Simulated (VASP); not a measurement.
A run of VASP 6.6.1:

The input INCAR:

```
PREC     = Accurate       # precision mode
ENCUT    = 600            # plane-wave cutoff, eV
EDIFF    = 1E-7           # SCF threshold, eV
ISMEAR   = 0              # smearing method
SIGMA    = 0.1            # smearing width, eV
LREAL    = False          # projectors in reciprocal space
LASPH    = True           # aspherical terms in the spheres
NELM     = 80             # most SCF steps
ALGO     = Fast           # electronic algorithm
ISIF     = 3              # what is computed and relaxed
LWAVE    = False          # write WAVECAR
LCHARG   = False          # write CHGCAR
GGA      = PE             # functional
IBRION   = 2              # ionic algorithm
NSW      = 90             # ionic steps
EDIFFG   = -0.04          # ionic threshold
```

File KPOINTS:

```
Automatic mesh
0
Gamma
  4 4 4
```

Contents of POSCAR:

```
KZn5Ir
1.0
    4.0643536406      0.0000000000      0.0000000000
    0.0000000000      4.0643536406      0.0000000000
    0.0000000000      0.0000000000      7.1384341254
K Zn Ir
1 5 1
Direct
    0.5000000000      0.5000000000      0.0000000000
    0.5000000000      0.0000000000      0.7262000000
    0.0000000000      0.5000000000      0.7262000000
    0.5000000000      0.0000000000      0.2738000000
    0.0000000000      0.5000000000      0.2738000000
    0.0000000000      0.0000000000      0.0000000000
    0.0000000000      0.0000000000      0.5000000000
```

Potentials or basis: VASP PAW PBE potentials, release 64 (K_sv, Zn, Ir).

Run with:

```bash
$ cat potpaw_PBE.64/K_sv/POTCAR potpaw_PBE.64/Zn/POTCAR potpaw_PBE.64/Ir/POTCAR > POTCAR
$ mpirun -np 1 vasp_std > vasp.out
```

Hardware: 1 thread of Intel(R) Xeon(R) Platinum 8488C (Sapphire Rapids), with other jobs on the host.

Problem. Estimate the wall time of this run.

Solution. Wall time 20 min on 1 thread of Intel(R) Xeon(R) Platinum 8488C (Sapphire Rapids) (shared host), peak memory 0.31 GiB. Counts: scf iterations 268, k points 18, ion steps 15.
